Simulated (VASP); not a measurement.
# ReOs2 (P6/mmm) in VASP: notebook

The runs below take ReOs2 through single point, with PBE.

All numbers are computed with VASP 6.6.1; they aren't measurements. Logs are shortened: lines on timing, memory, paths and dates and some standing lists are left out, and cuts for length are marked.

### 1 The cell of the first run

It takes space group P6/mmm (No. 191, hexagonal). Conventional cell: a = 3.451 Å, b = 3.451 Å, c = 3.726 Å, α = 90.00°, β = 90.00°, γ = 120.00°. Within 3.8 Å of Re (site symmetry 6/mmm) lie 12 Os at 2.73 Å and 8 Re at 3.45 to 3.73 Å. Os (site symmetry -6m2) has 3 Os at 1.99 Å within 2.6 Å.

### 2 Single point, PBE

INCAR reads:

```
SYSTEM = ReOs2
ALGO = Normal
EDIFF = 1E-6
ENCUT = 560
GGA = PE
GGA_COMPAT = .FALSE.
ISIF = 2
ISMEAR = 0
LASPH = .TRUE.
LCHARG = .FALSE.
LREAL = .FALSE.
LWAVE = .FALSE.
NBANDS = 30
NELM = 120
PREC = Accurate
SIGMA = 0.1
```

KPOINTS reads:

```
k-points
0
G
  6 6 6
  0 0 0
```

POSCAR reads:

```
ReOs2
1.0
    3.4509109429      0.0000000000      0.0000000000
   -1.7254554715      2.9885765428      0.0000000000
    0.0000000000      0.0000000000      3.7260666328
Re Os
1 2
Direct
    0.0000000000      0.0000000000      0.0000000000
    0.3333333333      0.6666666667      0.5000000000
    0.6666666667      0.3333333333      0.5000000000
```

Potentials or basis: VASP PAW PBE potentials, release 64 (Re_sv_GW, Os_sv_GW).

On the command line:

```console
> cat potpaw_PBE.64/Re_sv_GW/POTCAR potpaw_PBE.64/Os_sv_GW/POTCAR > POTCAR
> mpirun -np 1 vasp_std > vasp.out
```

OUTCAR:

```text
SYSTEM = ReOs2
   EDIFF = 1E-6
   ENCUT = 560
   GGA = PE
   ISIF = 2
   ISMEAR = 0
   LASPH = .TRUE.
   LREAL = .FALSE.
   NELM = 120
   PREC = Accurate

 ion  position               nearest neighbor table
   1  0.000  0.000  0.000-   2 2.73   3 2.73   2 2.73   3 2.73   3 2.73   3 2.73   2 2.73   2 2.73
                             3 2.73   3 2.73   2 2.73   2 2.73
   2  0.333  0.667  0.500-   3 1.99   3 1.99   3 1.99   1 2.73   1 2.73   1 2.73   1 2.73   1 2.73
                             1 2.73
   3  0.667  0.333  0.500-   2 1.99   2 1.99   2 1.99   1 2.73   1 2.73   1 2.73   1 2.73   1 2.73
                             1 2.73

  LATTYP: Found a hexagonal cell.
 ALAT       =     3.4509109429
 C/A-ratio  =     1.0797342193

  Lattice vectors:

 A1 = (   3.4509109429,   0.0000000000,   0.0000000000)
 A2 = (  -1.7254554715,   2.9885765428,   0.0000000000)
 A3 = (   0.0000000000,   0.0000000000,   3.7260666328)

Analysis of symmetry for initial positions (statically):
=====================================================================
 Subroutine PRICEL returns:
 Original cell was already a primitive cell.

 Routine SETGRP: Setting up the symmetry group for a
 hexagonal supercell.

 Subroutine GETGRP returns: Found 24 space group operations
 (whereof 24 operations were pure point group operations)
 out of a pool of 24 trial point group operations.

The static configuration has the point symmetry D_6h.

Analysis of symmetry for dynamics (positions and initial velocities):
=====================================================================
 Subroutine PRICEL returns:
 Original cell was already a primitive cell.

 Routine SETGRP: Setting up the symmetry group for a
 hexagonal supercell.

 Subroutine GETGRP returns: Found 24 space group operations
 (whereof 24 operations were pure point group operations)
 out of a pool of 24 trial point group operations.

The dynamic configuration has the point symmetry D_6h.

 Subroutine INISYM returns: Found 24 space group operations
 (whereof 24 operations are pure point group operations),
 and found     1 'primitive' translations

----------------------------------------------------------------------------------------

                                     Primitive cell

  volume of cell :      38.4281

  direct lattice vectors                    reciprocal lattice vectors
     3.450910943  0.000000000  0.000000000     0.289778559  0.167303729  0.000000000
    -1.725455471  2.988576543  0.000000000     0.000000000  0.334607458  0.000000000
     0.000000000  0.000000000  3.726066633     0.000000000  0.000000000  0.268379527

  length of vectors
     3.450910943  3.450910943  3.726066633     0.334607458  0.334607458  0.268379527

  position of ions in fractional coordinates (direct lattice)
     0.000000000  0.000000000  0.000000000
     0.333333333  0.666666667  0.500000000
     0.666666667  0.333333333  0.500000000

  ion indices of the primitive-cell ions
   primitive index   ion index
                 1           1
                 2           2
                 3           3

----------------------------------------------------------------------------------------

 KPOINTS: k-points

Automatic generation of k-mesh.
 Grid dimensions read from file:
 generate k-points for:    6    6    6

 Generating k-lattice:

  Cartesian coordinates                     Fractional coordinates (reciprocal lattice)
     0.048296426  0.027883955  0.000000000     0.166666667  0.000000000  0.000000000
     0.000000000  0.055767910  0.000000000     0.000000000  0.166666667  0.000000000
     0.000000000  0.000000000  0.044729921     0.000000000  0.000000000  0.166666667

  Length of vectors
     0.055767910  0.055767910  0.044729921

  Shift w.r.t. Gamma in fractional coordinates (k-lattice)
     0.000000000  0.000000000  0.000000000

 Subroutine IBZKPT returns following result:
 ===========================================

 Found     28 irreducible k-points:

 Following reciprocal coordinates:
            Coordinates               Weight
  0.000000  0.000000  0.000000      1.000000
  0.166667  0.000000  0.000000      6.000000
  0.333333  0.000000  0.000000      6.000000
  0.500000  0.000000  0.000000      3.000000
  0.166667  0.166667  0.000000      6.000000
  0.333333  0.166667  0.000000     12.000000
[... 16 lines left out ...]
  0.166667  0.000000  0.500000      6.000000
  0.333333  0.000000  0.500000      6.000000
 [... further k-points ...]
   k-points           NKPTS =     28   k-points in BZ     NKDIM =     28   number of bands    NBANDS=     30
   number of dos      NEDOS =    301   number of ions     NIONS =      3
   total plane-waves  NPLWV =  23520
   dimension x,y,z NGX =    28 NGY =   28 NGZ =   30
   dimension x,y,z NGXF=    56 NGYF=   56 NGZF=   60
   ions per type =               1   2
   NGX,Y,Z   is equivalent  to a cutoff of  13.49, 13.49, 13.39 a.u.
   NGXF,Y,Z  is equivalent  to a cutoff of  26.98, 26.98, 26.77 a.u.
 SYSTEM =  ReOs2
   PREC   = accura    normal or accurate (medium, high low for compatibility)
   ISTART =      0    job   : 0-new  1-cont  2-samecut
   ICHARG =      2    charge: 1-file 2-atom 10-const
   ISPIN  =      1    spin polarized calculation?
   LNONCOLLINEAR =      F non collinear calculations
   LSORBIT =      F    spin-orbit coupling
   LASPH  =      T    aspherical Exc in radial PAW
   ENCUT  =  560.0 eV  41.16 Ry    6.42 a.u.   6.66  6.66  7.19*2*pi/ulx,y,z
   NELM   =    120;   NELMIN=  2; NELMDL= -5     # of ELM steps
   EDIFF  = 0.1E-05   stopping-criterion for ELM
   LREAL  =      F    real-space projection
   EDIFFG = 0.1E-04   stopping-criterion for IOM
   NSW    =      0    number of steps for IOM
   IBRION =     -1    ionic relax: 0-MD 1-quasi-New 2-CG
   NFREE  =      0    steps in history (QN), initial steepest desc. (CG)
   ISIF   =      2    stress and relaxation
   ISYM   =      2    0-nonsym 1-usesym 2-fastsym
   POTIM  = 0.5000    time-step for ionic-motion
   TEBEG  =    0.0;   TEEND  =   0.0 temperature during run
   PSTRESS=    0.0 pullay stress
   NELECT =      47.0000    total number of electrons
   NUPDOWN=      -1.0000    fix difference up-down
   EMIN   =  10.00;   EMAX   =-10.00  energy-range for DOS
   EFERMI =   0.00;   METHOD = LEGACY
   ISMEAR =     0;   SIGMA  =   0.10  broadening in eV -4-tet -1-fermi 0-gaus
   EFERMI_NEDOS =   21; number of points for ismear=-14 and -15
   IALGO  =     38    algorithm
   IMIX   =      4    mixing-type and parameters
     AMIX     =   0.40;   BMIX     =  1.00
     AMIX_MAG =   1.60;   BMIX_MAG =  1.00
  volume/ion in A,a.u.               =      12.81        86.44
  Fermi-wavevector in a.u.,A,eV,Ry     =   1.750752  3.308441 41.703641  3.065131
  Thomas-Fermi vector in A             =   2.821410
   LORBIT       =      0    0 simple, 1 ext, 2 COOP (PROOUT), +10 PAW based schemes
   GGA     = PE    functional components
   LHFCALC =     F    Hartree Fock is set to
   AEXX    =    0.0000 exact exchange contribution
   IVDW    =     0    specifies the selected vdW correction
   LEPSILON=     F    determine dielectric tensor
   LRPA    =     F    only Hartree local field effects (RPA)
 non-spin polarized calculation
 Gauss-broadening in eV      SIGMA  =   0.10
  energy-cutoff  :      560.00
  volume of cell :       38.43
 maximum number of plane-waves:      1184
 NGX is ok and might be reduce to    28
   NGX = 13   NGY = 13   NGZ = 15

 number of electron      47.0000001 magnetization

 Free energy of the ion-electron system (eV)
  ---------------------------------------------------
  ext. energy  EPLUGINS =         0.00000000
  ---------------------------------------------------
  free energy    TOTEN  =       -23.97167807 eV

  energy without entropy =      -23.95306374  energy(sigma->0) =      -23.96237091

 E-fermi :  16.1558     XC(G=0): -14.8921

 val. band max:       16.1505116003   @ k =   0.5000   0.0000   0.3333
 cond. band min:      16.1623658325   @ k =   0.3333   0.1667   0.5000
 fundamental gap:      0.0118542322
 Fermi energy:        16.1558095945

 k-point     1 :       0.0000    0.0000    0.0000
  band No.  band energies     occupation
      1     -72.1327      2.00000
      2     -70.4707      2.00000
      3     -64.0672      2.00000
      4     -33.8149      2.00000
      5     -33.8149      2.00000
      6     -31.4569      2.00000
[... 22 lines left out ...]
     29      20.6876      0.00000
     30      28.3221      0.00000

 k-point     2 :       0.1667    0.0000    0.0000
  band No.  band energies     occupation
      1     -72.0455      2.00000
      2     -70.5815      2.00000
      3     -64.0667      2.00000
      4     -33.9222      2.00000
      5     -33.5830      2.00000
      6     -31.3610      2.00000
[... 22 lines left out ...]
     29      23.5595      0.00000
     30      26.2896      0.00000

 k-point     3 :       0.3333    0.0000    0.0000
  band No.  band energies     occupation
      1     -71.8143      2.00000
      2     -70.8584      2.00000
      3     -64.0655      2.00000
      4     -34.1169      2.00000
      5     -33.0336      2.00000
      6     -31.1118      2.00000
[... 22 lines left out ...]
     29      23.1616      0.00000
     30      23.5274      0.00000

 k-point     4 :       0.5000    0.0000    0.0000
  band No.  band energies     occupation
      1     -71.6236      2.00000
      2     -71.0725      2.00000
      3     -64.0651      2.00000
      4     -34.2066      2.00000
      5     -32.6833      2.00000
      6     -30.9097      2.00000
[... 616 lines left out ...]
     29      17.9758      0.00000
     30      25.0698      0.00000

 k-point    23 :       0.1667    0.0000    0.5000
  band No.  band energies     occupation
      1     -72.0447      2.00000
      2     -70.5812      2.00000
      3     -64.0672      2.00000
      4     -33.9183      2.00000
      5     -33.5798      2.00000
      6     -31.3524      2.00000
[... 22 lines left out ...]
     29      18.3875      0.00000
     30      25.9882      0.00000

 k-point    24 :       0.3333    0.0000    0.5000
  band No.  band energies     occupation
      1     -71.8142      2.00000
      2     -70.8581      2.00000
      3     -64.0655      2.00000
      4     -34.1101      2.00000
      5     -33.0403      2.00000
      6     -31.1388      2.00000
[... 22 lines left out ...]
     29      19.4255      0.00000
     30      23.7559      0.00000

 [... further k-points ...]

------------------------ aborting loop because EDIFF is reached ----------------------------------------

  FORCE on cell =-STRESS in cart. coord.  units (eV):
  Direction    XX          YY          ZZ          XY          YZ          ZX
  --------------------------------------------------------------------------------------
  -------------------------------------------------------------------------------------
  Total       73.8053277     73.8053277     10.4224839     -0.0000000      0.0000000      0.0000000
  in kB     3077.1562075   3077.1562076    434.5433037     -0.0000001      0.0000000      0.0000000
  external PRESSURE =    2196.2852396 kB  Pullay stress =       0.0000000 kB

 VOLUME and BASIS-vectors are now :
 -----------------------------------------------------------------------------
  energy-cutoff  :      560.00
  volume of cell :       38.43
      direct lattice vectors                 reciprocal lattice vectors
     3.450910943  0.000000000  0.000000000     0.289778559  0.167303729  0.000000000
    -1.725455471  2.988576543  0.000000000     0.000000000  0.334607458  0.000000000
     0.000000000  0.000000000  3.726066633     0.000000000  0.000000000  0.268379527

 POSITION                                       TOTAL-FORCE (eV/Angst)
 -----------------------------------------------------------------------------------
      0.00000      0.00000      0.00000        -0.000000     -0.000000     -0.000000
     -0.00000      1.99238      1.86303         0.000000     -0.000000     -0.000000
      1.72546      0.99619      1.86303        -0.000000      0.000000      0.000000
 -----------------------------------------------------------------------------------
    total drift:                               -0.000000      0.000000     -0.000000

  FREE ENERGIE OF THE ION-ELECTRON SYSTEM (eV)
  ---------------------------------------------------
  free  energy   TOTEN  =       -23.9716780746 eV

  energy  without entropy=      -23.9530637400  energy(sigma->0) =      -23.96237091
```

Run time: 78 s. Hardware: 1 thread of Intel Xeon Platinum 8259CL at 2.50GHz (Skylake/Cascade Lake), shared host; peak memory 0.18 GiB.

Results:

* Free energy: -23.9717 eV
* Pressure: 219.6 GPa
* Band gap on the k mesh: zero (an odd number of electrons rules out a gap without spin polarisation)

Caveat: atoms lie so close that the PAW spheres overlap strongly, which falsifies energies and pressures; the stress differs along the axes, from 43 to 308 GPa; spin-orbit coupling is left out, which moves the levels of the heavy elements.

### 3 Single point, PBE

This run uses another cell than the first one, of 14.78 Å³/atom.

INCAR reads:

```
SYSTEM = ReOs2
ALGO = Normal
EDIFF = 1E-6
ENCUT = 560
GGA = PE
GGA_COMPAT = .False.
ISIF = 2
ISMEAR = 0
LASPH = .True.
LCHARG = .False.
LREAL = .False.
LWAVE = .False.
NBANDS = 30
NELM = 120
PREC = Accurate
SIGMA = 0.1
```

KPOINTS reads:

```
k-points
0
Gamma
  12 12 16
  0 0 0
```

POSCAR reads:

```
ReOs2
1.0
    4.3352455799      0.0000000000      0.0000000000
   -2.1676227899      3.7544328038      0.0000000000
    0.0000000000      0.0000000000      2.7249266611
Re Os
1 2
Direct
    0.0000000000      0.0000000000      0.0000000000
    0.3333333333      0.6666666667      0.5000000000
    0.6666666667      0.3333333333      0.5000000000
```

Potentials or basis: VASP PAW PBE potentials, release 64 (Re_sv_GW, Os_sv_GW).

On the command line:

```console
> cat potpaw_PBE.64/Re_sv_GW/POTCAR potpaw_PBE.64/Os_sv_GW/POTCAR > POTCAR
> mpirun -np 1 vasp_std > vasp.out
```

It took 2.1 min on 1 thread of Intel Xeon Platinum 8488C (Sapphire Rapids), shared host; peak memory 0.39 GiB.

Results (log left out):

```yaml
Free_energy: -38.2300 eV
Pressure: -1.3 GPa
Band_gap_on_the_k_mesh: zero (an odd number of electrons rules out a gap without spin polarisation)
```

Stress tensor (GPa, compression positive):
```
-1.28  0.00  0.00
 0.00 -1.28  0.00
 0.00  0.00 -1.45
```

Levels at points of the mesh, in eV from the Fermi level:
```csv
k point,band 22,band 23,band 24,band 25,band 26,band 27
"(0.00, 0.00, 0.00)",-1.84,-1.38,-1.38,-0.75,-0.75,3.03
"(0.50, 0.00, 0.00)",-1.10,-0.55,0.32,1.26,1.40,1.64
"(0.00, 0.00, 0.50)",-2.07,2.11,2.11,2.60,2.60,3.41
"(0.50, 0.00, 0.50)",-1.37,-0.36,0.54,2.15,2.57,2.79
```

Caveat: spin-orbit coupling is left out, which moves the levels of the heavy elements.
